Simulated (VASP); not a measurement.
# K2AlRu4 (P4/mmm) in VASP: single point with PBE

Aim: the single point of K2AlRu4 with PBE.

Everything below comes from runs of VASP 6.6.1. Logs are shortened: lines on timing, memory, paths and dates and some standing lists are left out, and cuts for length are marked.

## Step 1: The cell of the first run

The structure is tetragonal, space group P4/mmm (No. 123). The conventional cell has a = 5.525 Å, b = 5.525 Å, c = 9.481 Å, α = 90.00°, β = 90.00°, γ = 90.00°. K (site symmetry 4mm) has 4 Ru at 3.40 Å and 1 K at 3.51 Å and 4 Al at 4.28 Å within 4.5 Å. Al (site symmetry 4/mmm) has 8 K at 4.28 Å and 4 Al at 5.53 Å and 16 Ru at 5.60 Å within 5.7 Å. Ru (site symmetry m2m) has 3 Ru at 2.28 to 2.30 Å within 3.0 Å.

The cell was generated, and may not be a known phase.

## Step 2: Single point, PBE

Contents of INCAR:

```
PREC     = Accurate       # precision mode
ENCUT    = 520            # plane-wave cutoff, eV
EDIFF    = 1E-7           # SCF threshold, eV
ISMEAR   = 0              # smearing method
SIGMA    = 0.2            # smearing width, eV
LREAL    = F              # projectors in reciprocal space
LASPH    = T              # aspherical terms in the spheres
NELM     = 60             # most SCF steps
ALGO     = Fast           # electronic algorithm
ISIF     = 2              # what is computed and relaxed
LWAVE    = F              # write WAVECAR
LCHARG   = F              # write CHGCAR
GGA      = PE             # functional
NBANDS   = 48             # bands
```

Contents of KPOINTS:

```
Automatic mesh
0
Gamma
  4 4 3
```

Contents of POSCAR:

```
K2AlRu4
1.0
    5.5251126759      0.0000000000      0.0000000000
    0.0000000000      5.5251126759      0.0000000000
    0.0000000000      0.0000000000      9.4812655728
K Al Ru
2 1 4
Direct
    0.5000000000      0.5000000000      0.1853287809
    0.5000000000      0.5000000000      0.8146712191
    0.0000000000      0.0000000000      0.0000000000
    0.2059064386      0.5000000000      0.5000000000
    0.7940935614      0.5000000000      0.5000000000
    0.5000000000      0.2059064386      0.5000000000
    0.5000000000      0.7940935614      0.5000000000
```

Potentials or basis: VASP PAW PBE potentials, release 64 (K_sv, Al, Ru_pv).

On the command line:

```sh
> cat potpaw_PBE.64/K_sv/POTCAR potpaw_PBE.64/Al/POTCAR potpaw_PBE.64/Ru_pv/POTCAR > POTCAR
> mpirun -np 1 vasp_std > vasp.out
```

OUTCAR:

```text
PREC = Accurate
   ENCUT = 520
   EDIFF = 1E-7
   ISMEAR = 0
   LREAL = F
   LASPH = T
   NELM = 60
   ISIF = 2
   GGA = PE

 ion  position               nearest neighbor table
   1  0.500  0.500  0.185-   4 3.40   5 3.40   6 3.40   7 3.40   2 3.51
   2  0.500  0.500  0.815-   4 3.40   5 3.40   6 3.40   7 3.40   1 3.51
   3  0.000  0.000  0.000-
   4  0.206  0.500  0.500-   5 2.28   6 2.30   7 2.30   5 3.25   2 3.40   1 3.40
   5  0.794  0.500  0.500-   4 2.28   6 2.30   7 2.30   4 3.25   1 3.40   2 3.40
   6  0.500  0.206  0.500-   7 2.28   5 2.30   4 2.30   7 3.25   2 3.40   1 3.40
   7  0.500  0.794  0.500-   6 2.28   5 2.30   4 2.30   6 3.25   1 3.40   2 3.40

  LATTYP: Found a simple tetragonal cell.
 ALAT       =     5.5251126759
 C/A-ratio  =     1.7160311706

  Lattice vectors:

 A1 = (   5.5251126759,   0.0000000000,   0.0000000000)
 A2 = (   0.0000000000,   5.5251126759,   0.0000000000)
 A3 = (   0.0000000000,   0.0000000000,   9.4812655728)

Analysis of symmetry for initial positions (statically):
=====================================================================
 Subroutine PRICEL returns:
 Original cell was already a primitive cell.

 Routine SETGRP: Setting up the symmetry group for a
 simple tetragonal supercell.

 Subroutine GETGRP returns: Found 16 space group operations
 (whereof 16 operations were pure point group operations)
 out of a pool of 16 trial point group operations.

The static configuration has the point symmetry D_4h.

Analysis of symmetry for dynamics (positions and initial velocities):
=====================================================================
 Subroutine PRICEL returns:
 Original cell was already a primitive cell.

 Routine SETGRP: Setting up the symmetry group for a
 simple tetragonal supercell.

 Subroutine GETGRP returns: Found 16 space group operations
 (whereof 16 operations were pure point group operations)
 out of a pool of 16 trial point group operations.

The dynamic configuration has the point symmetry D_4h.

 Subroutine INISYM returns: Found 16 space group operations
 (whereof 16 operations are pure point group operations),
 and found     1 'primitive' translations

----------------------------------------------------------------------------------------

                                     Primitive cell

  volume of cell :     289.4334

  direct lattice vectors                    reciprocal lattice vectors
     5.525112676  0.000000000  0.000000000     0.180991784  0.000000000  0.000000000
     0.000000000  5.525112676  0.000000000     0.000000000  0.180991784  0.000000000
     0.000000000  0.000000000  9.481265573     0.000000000  0.000000000  0.105471152

  length of vectors
     5.525112676  5.525112676  9.481265573     0.180991784  0.180991784  0.105471152

  position of ions in fractional coordinates (direct lattice)
     0.500000000  0.500000000  0.185328781
     0.500000000  0.500000000  0.814671219
     0.000000000  0.000000000  0.000000000
     0.205906439  0.500000000  0.500000000
     0.794093561  0.500000000  0.500000000
     0.500000000  0.205906439  0.500000000
     0.500000000  0.794093561  0.500000000

  ion indices of the primitive-cell ions
   primitive index   ion index
                 1           1
                 2           2
                 3           3
                 4           4
                 5           5
                 6           6
                 7           7

----------------------------------------------------------------------------------------

 KPOINTS: Automatic mesh

Automatic generation of k-mesh.
 Grid dimensions read from file:
 generate k-points for:    4    4    3

 Generating k-lattice:

  Cartesian coordinates                     Fractional coordinates (reciprocal lattice)
     0.045247946  0.000000000  0.000000000     0.250000000  0.000000000  0.000000000
     0.000000000  0.045247946  0.000000000     0.000000000  0.250000000  0.000000000
     0.000000000  0.000000000  0.035157051     0.000000000  0.000000000  0.333333333

  Length of vectors
     0.045247946  0.045247946  0.035157051

  Shift w.r.t. Gamma in fractional coordinates (k-lattice)
     0.000000000  0.000000000  0.000000000

 Subroutine IBZKPT returns following result:
 ===========================================

 Found     12 irreducible k-points:

 Following reciprocal coordinates:
            Coordinates               Weight
  0.000000  0.000000  0.000000      1.000000
  0.250000  0.000000  0.000000      4.000000
  0.500000  0.000000  0.000000      2.000000
  0.250000  0.250000  0.000000      4.000000
  0.500000  0.250000  0.000000      4.000000
  0.500000  0.500000  0.000000      1.000000
  0.000000  0.000000  0.333333      2.000000
  0.250000  0.000000  0.333333      8.000000
  0.500000  0.000000  0.333333      4.000000
  0.250000  0.250000  0.333333      8.000000
  0.500000  0.250000  0.333333      8.000000
  0.500000  0.500000  0.333333      2.000000
   k-points           NKPTS =     12   k-points in BZ     NKDIM =     12   number of bands    NBANDS=     48
   number of dos      NEDOS =    301   number of ions     NIONS =      7
   total plane-waves  NPLWV = 127008
   dimension x,y,z NGX =    42 NGY =   42 NGZ =   72
   dimension x,y,z NGXF=    84 NGYF=   84 NGZF=  144
   ions per type =               2   1   4
   NGX,Y,Z   is equivalent  to a cutoff of  12.64, 12.64, 12.62 a.u.
   NGXF,Y,Z  is equivalent  to a cutoff of  25.27, 25.27, 25.25 a.u.
 SYSTEM =  unknown system
   PREC   = accura    normal or accurate (medium, high low for compatibility)
   ISTART =      0    job   : 0-new  1-cont  2-samecut
   ICHARG =      2    charge: 1-file 2-atom 10-const
   ISPIN  =      1    spin polarized calculation?
   LNONCOLLINEAR =      F non collinear calculations
   LSORBIT =      F    spin-orbit coupling
   LASPH  =      T    aspherical Exc in radial PAW
   ENCUT  =  520.0 eV  38.22 Ry    6.18 a.u.  10.27 10.27 17.63*2*pi/ulx,y,z
   NELM   =     60;   NELMIN=  2; NELMDL= -5     # of ELM steps
   EDIFF  = 0.1E-06   stopping-criterion for ELM
   LREAL  =      F    real-space projection
   EDIFFG = 0.1E-05   stopping-criterion for IOM
   NSW    =      0    number of steps for IOM
   IBRION =     -1    ionic relax: 0-MD 1-quasi-New 2-CG
   NFREE  =      0    steps in history (QN), initial steepest desc. (CG)
   ISIF   =      2    stress and relaxation
   ISYM   =      2    0-nonsym 1-usesym 2-fastsym
   POTIM  = 0.5000    time-step for ionic-motion
   TEBEG  =    0.0;   TEEND  =   0.0 temperature during run
   PSTRESS=    0.0 pullay stress
   NELECT =      77.0000    total number of electrons
   NUPDOWN=      -1.0000    fix difference up-down
   EMIN   =  10.00;   EMAX   =-10.00  energy-range for DOS
   EFERMI =   0.00;   METHOD = LEGACY
   ISMEAR =     0;   SIGMA  =   0.20  broadening in eV -4-tet -1-fermi 0-gaus
   EFERMI_NEDOS =   21; number of points for ismear=-14 and -15
   IALGO  =     68    algorithm
   IMIX   =      4    mixing-type and parameters
     AMIX     =   0.40;   BMIX     =  1.00
     AMIX_MAG =   1.60;   BMIX_MAG =  1.00
  volume/ion in A,a.u.               =      41.35       279.03
  Fermi-wavevector in a.u.,A,eV,Ry     =   1.052904  1.989701 15.083519  1.108607
  Thomas-Fermi vector in A             =   2.188005
   LORBIT       =      0    0 simple, 1 ext, 2 COOP (PROOUT), +10 PAW based schemes
   GGA     = PE    functional components
   LHFCALC =     F    Hartree Fock is set to
   AEXX    =    0.0000 exact exchange contribution
   IVDW    =     0    specifies the selected vdW correction
   LEPSILON=     F    determine dielectric tensor
   LRPA    =     F    only Hartree local field effects (RPA)
 non-spin polarized calculation
 RMM-DIIS sequential band-by-band and
 Gauss-broadening in eV      SIGMA  =   0.20
  energy-cutoff  :      520.00
  volume of cell :      289.43
 maximum number of plane-waves:      7835
 NGX is ok and might be reduce to    42
   NGX = 21   NGY = 21   NGZ = 35

 number of electron      76.9999972 magnetization

 Free energy of the ion-electron system (eV)
  ---------------------------------------------------
  ext. energy  EPLUGINS =         0.00000000
  ---------------------------------------------------
  free energy    TOTEN  =       -32.51283121 eV

  energy without entropy =      -32.34149197  energy(sigma->0) =      -32.42716159

 E-fermi :   1.1655     XC(G=0):  -7.2150

 val. band max:        1.1520002298   @ k =   0.2500   0.0000   0.0000
 cond. band min:       1.1663881576   @ k =   0.2500   0.0000   0.3333
 fundamental gap:      0.0143879277
 Fermi energy:         1.1655325476

 k-point     1 :       0.0000    0.0000    0.0000
  band No.  band energies     occupation
      1     -42.7827      2.00000
      2     -41.8547      2.00000
      3     -41.7150      2.00000
      4     -41.7150      2.00000
      5     -41.6267      2.00000
      6     -41.4693      2.00000
[... 40 lines left out ...]
     47       4.3431      0.00000
     48       4.9925      0.00000

 k-point     2 :       0.2500    0.0000    0.0000
  band No.  band energies     occupation
      1     -42.6882      2.00000
      2     -42.0599      2.00000
      3     -41.8963      2.00000
      4     -41.6648      2.00000
      5     -41.4496      2.00000
      6     -41.3371      2.00000
[... 40 lines left out ...]
     47       3.6632      0.00000
     48       4.0356      0.00000

 k-point     3 :       0.5000    0.0000    0.0000
  band No.  band energies     occupation
      1     -42.4595      2.00000
      2     -42.3904      2.00000
      3     -41.9247      2.00000
      4     -41.6274      2.00000
      5     -41.4174      2.00000
      6     -41.3369      2.00000
[... 448 lines left out ...]
     47       3.7273      0.00000
     48       4.3783      0.00000

 k-point    12 :       0.5000    0.5000    0.3333
  band No.  band energies     occupation
      1     -42.3707      2.00000
      2     -42.3707      2.00000
      3     -41.9865      2.00000
      4     -41.6720      2.00000
      5     -41.3369      2.00000
      6     -41.3369      2.00000
[... 40 lines left out ...]
     47       3.3345      0.00000
     48       4.3245      0.00000

------------------------ aborting loop because EDIFF is reached ----------------------------------------

  FORCE on cell =-STRESS in cart. coord.  units (eV):
  Direction    XX          YY          ZZ          XY          YZ          ZX
  --------------------------------------------------------------------------------------
  -------------------------------------------------------------------------------------
  Total        0.5525252      0.5525252      1.2124422      0.0000000      0.0000000      0.0000000
  in kB        3.0585396      3.0585396      6.7115535      0.0000000      0.0000000      0.0000000
  external PRESSURE =       4.2762109 kB  Pullay stress =       0.0000000 kB

 VOLUME and BASIS-vectors are now :
 -----------------------------------------------------------------------------
  energy-cutoff  :      520.00
  volume of cell :      289.43
      direct lattice vectors                 reciprocal lattice vectors
     5.525112676  0.000000000  0.000000000     0.180991784  0.000000000  0.000000000
     0.000000000  5.525112676  0.000000000     0.000000000  0.180991784  0.000000000
     0.000000000  0.000000000  9.481265573     0.000000000  0.000000000  0.105471152

 POSITION                                       TOTAL-FORCE (eV/Angst)
 -----------------------------------------------------------------------------------
      2.76256      2.76256      1.75715         0.000000     -0.000000      0.014846
      2.76256      2.76256      7.72411        -0.000000     -0.000000     -0.014846
      0.00000      0.00000      0.00000        -0.000000      0.000000     -0.000000
      1.13766      2.76256      4.74063        -0.034588      0.000000      0.000000
      4.38746      2.76256      4.74063         0.034588      0.000000     -0.000000
      2.76256      1.13766      4.74063         0.000000     -0.034588      0.000000
      2.76256      4.38746      4.74063        -0.000000      0.034588     -0.000000
 -----------------------------------------------------------------------------------
    total drift:                                0.000000     -0.000000     -0.000000

  FREE ENERGIE OF THE ION-ELECTRON SYSTEM (eV)
  ---------------------------------------------------
  free  energy   TOTEN  =       -32.5128312116 eV

  energy  without entropy=      -32.3414919731  energy(sigma->0) =      -32.42716159
```

Wall time 5.7 min (1 thread of AMD EPYC 9R45 (Zen 5), shared host); peak memory 0.41 GiB.

Results:

| Item | Value |
| --- | --- |
| Free energy | -32.5128 eV |
| Pressure | 0.4 GPa |
| Largest force | 0.035 eV/Å |
| Band gap on the k mesh | zero (an odd number of electrons rules out a gap without spin polarisation) |

Forces on the atoms (eV/Å):
```
K    0.000  0.000  0.015
K    0.000  0.000 -0.015
Al   0.000  0.000  0.000
Ru  -0.035  0.000  0.000
Ru   0.035  0.000  0.000
Ru   0.000 -0.035  0.000
Ru   0.000  0.035  0.000
```

Stress tensor (GPa, compression positive):
```
0.31 0.00 0.00
0.00 0.31 0.00
0.00 0.00 0.67
```

Levels at points of the mesh, in eV from the Fermi level:
| k point | band 35 | band 36 | band 37 | band 38 | band 39 | band 40 | band 41 | band 42 |
| --- | --- | --- | --- | --- | --- | --- | --- | --- |
| (0.00, 0.00, 0.00) | -0.68 | -0.32 | -0.26 | -0.15 | -0.15 | 0.88 | 0.88 | 0.90 |
| (0.50, 0.00, 0.00) | -0.96 | -0.44 | -0.20 | -0.08 | 0.10 | 0.23 | 0.76 | 0.76 |
| (0.50, 0.50, 0.00) | -1.16 | -0.79 | -0.79 | -0.42 | -0.19 | -0.19 | 0.36 | 0.55 |
